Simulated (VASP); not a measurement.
# Ti6Si in VASP: single point with PBE

Aim: the single point of Ti6Si with PBE.

All numbers are computed with VASP 6.6.1; they aren't measurements. Logs are shortened: lines on timing, memory, paths and dates and some standing lists are left out, and cuts for length are marked.

**1. The cell of the first run**

The cell holds a slab with vacuum, 7 atoms: a = 2.938 Å, b = 4.650 Å, c = 21.284 Å, α = 90.00°, β = 90.00°, γ = 90.00°.

**2. Single point, PBE**

INCAR

```
PREC = Accurate
ENCUT = 520
EDIFF = 1E-6
ISMEAR = 0
SIGMA = 0.1
LREAL = F
LASPH = T
NELM = 80
ALGO = Normal
ISIF = 2
LWAVE = F
LCHARG = F
LDIPOL = T
IDIPOL = 3
DIPOL = 0.5 0.5 0.358
GGA = PE
NBANDS = 47
```

KPOINTS

```
Automatic mesh
0
Gamma
  9 6 1
```

POSCAR

```
Ti6Si
1.0
    2.9381632085      0.0000000000      0.0000000000
    0.0000000000      4.6504654182      0.0000000000
    0.0000000000      0.0000000000     21.2842242132
Ti Si
6 1
Direct
    0.0000000000      0.7500000000      0.1879326190
    0.5000000000      0.2500000000      0.2277825403
    0.5000000000      0.7500000000      0.3074823829
    0.0000000000      0.2500000000      0.3461291980
    0.0000000000      0.7500000000      0.4220680070
    0.5000000000      0.2500000000      0.4596937203
    0.7500000000      0.5000000000      0.5525044429
```

Potentials or basis: VASP PAW PBE potentials, release 64 (Ti_sv, Si).

Started as:

```
$ cat potpaw_PBE.64/Ti_sv/POTCAR potpaw_PBE.64/Si/POTCAR > POTCAR
$ mpirun -np 1 vasp_std > vasp.out
```

OUTCAR:

```text
PREC = Accurate
   ENCUT = 520
   EDIFF = 1E-6
   ISMEAR = 0
   LREAL = F
   LASPH = T
   NELM = 80
   ISIF = 2
   GGA = PE

 ion  position               nearest neighbor table
   1  0.000  0.750  0.188-   2 2.88   2 2.88   2 2.88   2 2.88
   2  0.500  0.250  0.228-   1 2.88   1 2.88   1 2.88   1 2.88   3 2.88   3 2.88   4 2.92   4 2.92

   3  0.500  0.750  0.307-   5 2.85   5 2.85   4 2.87   4 2.87   4 2.87   4 2.87   2 2.88   2 2.88

   4  0.000  0.250  0.346-   6 2.83   6 2.83   5 2.83   5 2.83   3 2.87   3 2.87   3 2.87   3 2.87
                             2 2.92   2 2.92
   5  0.000  0.750  0.422-   4 2.83   4 2.83   3 2.85   3 2.85   6 2.86   6 2.86   6 2.86   6 2.86

   6  0.500  0.250  0.460-   7 2.41   4 2.83   4 2.83   5 2.86   5 2.86   5 2.86   5 2.86
   7  0.750  0.500  0.553-   6 2.41

  LATTYP: Found a simple orthorhombic cell.
 ALAT       =     2.9381632085
 B/A-ratio  =     1.5827798145
 C/A-ratio  =     7.2440578357

  Lattice vectors:

 A1 = (   2.9381632085,   0.0000000000,   0.0000000000)
 A2 = (   0.0000000000,   4.6504654182,   0.0000000000)
 A3 = (   0.0000000000,   0.0000000000,  21.2842242132)

Analysis of symmetry for initial positions (statically):
=====================================================================
 Subroutine PRICEL returns:
 Original cell was already a primitive cell.

 Routine SETGRP: Setting up the symmetry group for a
 simple orthorhombic supercell.

 Subroutine GETGRP returns: Found  1 space group operations
 (whereof  1 operations were pure point group operations)
 out of a pool of  8 trial point group operations.

The static configuration has the point symmetry C_1 .

Analysis of symmetry for dynamics (positions and initial velocities):
=====================================================================
 Subroutine PRICEL returns:
 Original cell was already a primitive cell.

 Routine SETGRP: Setting up the symmetry group for a
 simple orthorhombic supercell.

 Subroutine GETGRP returns: Found  1 space group operations
 (whereof  1 operations were pure point group operations)
 out of a pool of  8 trial point group operations.

The dynamic configuration has the point symmetry C_1 .

 Subroutine INISYM returns: Found  1 space group operations
 (whereof  1 operations are pure point group operations),
 and found     1 'primitive' translations

----------------------------------------------------------------------------------------

                                     Primitive cell

  volume of cell :     290.8239

  direct lattice vectors                    reciprocal lattice vectors
     2.938163208  0.000000000  0.000000000     0.340348690  0.000000000  0.000000000
     0.000000000  4.650465418  0.000000000     0.000000000  0.215032241  0.000000000
     0.000000000  0.000000000 21.284224213     0.000000000  0.000000000  0.046983155

  length of vectors
     2.938163208  4.650465418 21.284224213     0.340348690  0.215032241  0.046983155

  position of ions in fractional coordinates (direct lattice)
     0.000000000  0.750000000  0.187932619
     0.500000000  0.250000000  0.227782540
     0.500000000  0.750000000  0.307482383
     0.000000000  0.250000000  0.346129198
     0.000000000  0.750000000  0.422068007
     0.500000000  0.250000000  0.459693720
     0.750000000  0.500000000  0.552504443

  ion indices of the primitive-cell ions
   primitive index   ion index
                 1           1
                 2           2
                 3           3
                 4           4
                 5           5
                 6           6
                 7           7

----------------------------------------------------------------------------------------

 KPOINTS: Automatic mesh

Automatic generation of k-mesh.
 Grid dimensions read from file:
 generate k-points for:    9    6    1

 Generating k-lattice:

  Cartesian coordinates                     Fractional coordinates (reciprocal lattice)
     0.037816521  0.000000000  0.000000000     0.111111111  0.000000000  0.000000000
     0.000000000  0.035838707  0.000000000     0.000000000  0.166666667  0.000000000
     0.000000000  0.000000000  0.046983155     0.000000000  0.000000000  1.000000000

  Length of vectors
     0.037816521  0.035838707  0.046983155

  Shift w.r.t. Gamma in fractional coordinates (k-lattice)
     0.000000000  0.000000000  0.000000000

 Subroutine IBZKPT returns following result:
 ===========================================

 Found     28 irreducible k-points:

 Following reciprocal coordinates:
            Coordinates               Weight
  0.000000  0.000000  0.000000      1.000000
  0.111111  0.000000  0.000000      2.000000
  0.222222  0.000000  0.000000      2.000000
  0.333333  0.000000  0.000000      2.000000
  0.444444  0.000000  0.000000      2.000000
  0.000000  0.166667  0.000000      2.000000
[... 16 lines left out ...]
  0.444444 -0.333333  0.000000      2.000000
  0.000000  0.500000  0.000000      1.000000
 [... further k-points ...]
   k-points           NKPTS =     28   k-points in BZ     NKDIM =     28   number of bands    NBANDS=     47
   number of dos      NEDOS =    301   number of ions     NIONS =      7
   total plane-waves  NPLWV = 138240
   dimension x,y,z NGX =    24 NGY =   36 NGZ =  160
   dimension x,y,z NGXF=    48 NGYF=   72 NGZF=  320
   ions per type =               6   1
   NGX,Y,Z   is equivalent  to a cutoff of  13.58, 12.87, 12.50 a.u.
   NGXF,Y,Z  is equivalent  to a cutoff of  27.16, 25.74, 24.99 a.u.
 SYSTEM =  unknown system
   PREC   = accura    normal or accurate (medium, high low for compatibility)
   ISTART =      0    job   : 0-new  1-cont  2-samecut
   ICHARG =      2    charge: 1-file 2-atom 10-const
   ISPIN  =      1    spin polarized calculation?
   LNONCOLLINEAR =      F non collinear calculations
   LSORBIT =      F    spin-orbit coupling
   LASPH  =      T    aspherical Exc in radial PAW
   ENCUT  =  520.0 eV  38.22 Ry    6.18 a.u.   5.46  8.65 39.57*2*pi/ulx,y,z
   NELM   =     80;   NELMIN=  2; NELMDL= -5     # of ELM steps
   EDIFF  = 0.1E-05   stopping-criterion for ELM
   LREAL  =      F    real-space projection
   EDIFFG = 0.1E-04   stopping-criterion for IOM
   NSW    =      0    number of steps for IOM
   IBRION =     -1    ionic relax: 0-MD 1-quasi-New 2-CG
   NFREE  =      0    steps in history (QN), initial steepest desc. (CG)
   ISIF   =      2    stress and relaxation
   ISYM   =      2    0-nonsym 1-usesym 2-fastsym
   POTIM  = 0.5000    time-step for ionic-motion
   TEBEG  =    0.0;   TEEND  =   0.0 temperature during run
   PSTRESS=    0.0 pullay stress
   NELECT =      76.0000    total number of electrons
   NUPDOWN=      -1.0000    fix difference up-down
   EMIN   =  10.00;   EMAX   =-10.00  energy-range for DOS
   EFERMI =   0.00;   METHOD = LEGACY
   ISMEAR =     0;   SIGMA  =   0.10  broadening in eV -4-tet -1-fermi 0-gaus
   EFERMI_NEDOS =   21; number of points for ismear=-14 and -15
   IALGO  =     38    algorithm
   IMIX   =      4    mixing-type and parameters
     AMIX     =   0.40;   BMIX     =  1.00
     AMIX_MAG =   1.60;   BMIX_MAG =  1.00
  volume/ion in A,a.u.               =      41.55       280.37
  Fermi-wavevector in a.u.,A,eV,Ry     =   1.046653  1.977887 14.904939  1.095482
  Thomas-Fermi vector in A             =   2.181500
   LORBIT       =      0    0 simple, 1 ext, 2 COOP (PROOUT), +10 PAW based schemes
   GGA     = PE    functional components
   LHFCALC =     F    Hartree Fock is set to
   AEXX    =    0.0000 exact exchange contribution
   IVDW    =     0    specifies the selected vdW correction
   LEPSILON=     F    determine dielectric tensor
   LRPA    =     F    only Hartree local field effects (RPA)
 non-spin polarized calculation
 Gauss-broadening in eV      SIGMA  =   0.10
  energy-cutoff  :      520.00
  volume of cell :      290.82
 maximum number of plane-waves:      7881
 NGX is ok and might be reduce to    24
   NGX = 11   NGY = 17   NGZ = 79

 dipolmoment           0.000000      0.000000     -0.040917 electrons x Angstroem

 number of electron      76.0000010 magnetization

 dipolmoment           0.000000      0.000000      0.096114 electrons x Angstroem

 Free energy of the ion-electron system (eV)
  ---------------------------------------------------
  ext. energy  EPLUGINS =         0.00000000
  ---------------------------------------------------
  free energy    TOTEN  =       -48.65108655 eV

  energy without entropy =      -48.58789973  energy(sigma->0) =      -48.61949314

 E-fermi :   0.9823     XC(G=0):  -5.7481

 val. band max:        0.9715433648   @ k =   0.2222   0.0000   0.0000
 cond. band min:       0.9868274743   @ k =   0.3333  -0.1667   0.0000
 fundamental gap:      0.0152841096
 Fermi energy:         0.9822738335

 k-point     1 :       0.0000    0.0000    0.0000
  band No.  band energies     occupation
      1     -56.0810      2.00000
      2     -55.8777      2.00000
      3     -55.8053      2.00000
      4     -55.7748      2.00000
      5     -55.7481      2.00000
      6     -55.6536      2.00000
[... 39 lines left out ...]
     46       2.0640      0.00000
     47       2.1347      0.00000

 k-point     2 :       0.1111    0.0000    0.0000
  band No.  band energies     occupation
      1     -56.0758      2.00000
      2     -55.8701      2.00000
      3     -55.8014      2.00000
      4     -55.7710      2.00000
      5     -55.7456      2.00000
      6     -55.6518      2.00000
[... 39 lines left out ...]
     46       2.0955      0.00000
     47       2.1706      0.00000

 k-point     3 :       0.2222    0.0000    0.0000
  band No.  band energies     occupation
      1     -56.0627      2.00000
      2     -55.8497      2.00000
      3     -55.7917      2.00000
      4     -55.7623      2.00000
      5     -55.7389      2.00000
      6     -55.6474      2.00000
[... 1039 lines left out ...]
     46       2.1902      0.00000
     47       2.3701      0.00000

 k-point    24 :       0.0000    0.5000    0.0000
  band No.  band energies     occupation
      1     -56.0729      2.00000
      2     -55.8252      2.00000
      3     -55.8247      2.00000
      4     -55.7824      2.00000
      5     -55.7677      2.00000
      6     -55.6688      2.00000
[... 39 lines left out ...]
     46       1.9384      0.00000
     47       2.3623      0.00000

 [... further k-points ...]

------------------------ aborting loop because EDIFF is reached ----------------------------------------

 vacuum level on the upper side and lower side of the slab       (xc-potential included)         0.476        -0.761

  FORCE on cell =-STRESS in cart. coord.  units (eV):
  Direction    XX          YY          ZZ          XY          YZ          ZX
  --------------------------------------------------------------------------------------
  -------------------------------------------------------------------------------------
  Total       -4.5076140     -1.4926060     -1.0503699      0.8144873      2.1542354      1.1408905
  in kB      -24.8328828     -8.2229111     -5.7865898      4.4870895     11.8678916      6.2852764
  external PRESSURE =     -12.9474612 kB  Pullay stress =       0.0000000 kB

 VOLUME and BASIS-vectors are now :
 -----------------------------------------------------------------------------
  energy-cutoff  :      520.00
  volume of cell :      290.82
      direct lattice vectors                 reciprocal lattice vectors
     2.938163208  0.000000000  0.000000000     0.340348690  0.000000000  0.000000000
     0.000000000  4.650465418  0.000000000     0.000000000  0.215032241  0.000000000
     0.000000000  0.000000000 21.284224213     0.000000000  0.000000000  0.046983155

 POSITION                                       TOTAL-FORCE (eV/Angst)
 -----------------------------------------------------------------------------------
      0.00000      3.48785      4.00000         0.002640     -0.003998      0.328596
      1.46908      1.16262      4.84817        -0.006119     -0.019169      0.122547
      1.46908      3.48785      6.54452         0.023513      0.062232     -0.403414
      0.00000      1.16262      7.36709         0.031988     -0.015390     -0.259659
      0.00000      3.48785      8.98339         0.097574     -0.479566      0.567063
      1.46908      1.16262      9.78422        -0.836669     -0.463835     -0.359478
      2.20362      2.32523     11.75963         0.687073      0.919726      0.004345
 -----------------------------------------------------------------------------------
    total drift:                               -0.000094     -0.000025      0.000276

  FREE ENERGIE OF THE ION-ELECTRON SYSTEM (eV)
  ---------------------------------------------------
  free  energy   TOTEN  =       -48.6510865512 eV

  energy  without entropy=      -48.5878997333  energy(sigma->0) =      -48.61949314

 vacuum level on the upper side and lower side of the slab         5.861         4.577
```

Wall time 21 min (1 thread of Intel Xeon 8259CL, shared host); peak memory 0.53 GiB.

What came out:

| Property | Result |
| --- | --- |
| Free energy | -48.6511 eV |
| Largest force | 1.148 eV/Å |
| Band gap on the k mesh | zero (bands 38 and 39 overlap by 0.61 eV) |

Forces on the atoms (eV/Å):
```
Ti   0.003 -0.004  0.329
Ti  -0.006 -0.019  0.123
Ti   0.024  0.062 -0.403
Ti   0.032 -0.015 -0.260
Ti   0.098 -0.480  0.567
Ti  -0.837 -0.464 -0.359
Si   0.687  0.920  0.004
```

Levels at points of the mesh, in eV from the Fermi level:
```csv
k point,band 35,band 36,band 37,band 38,band 39,band 40,band 41,band 42
"(0.00, 0.00, 0.00)",-0.57,-0.39,0.06,0.42,0.52,0.69,0.73,0.89
"(0.00, 0.50, 0.00)",-0.69,-0.62,-0.13,0.03,0.17,0.24,0.39,0.75
```
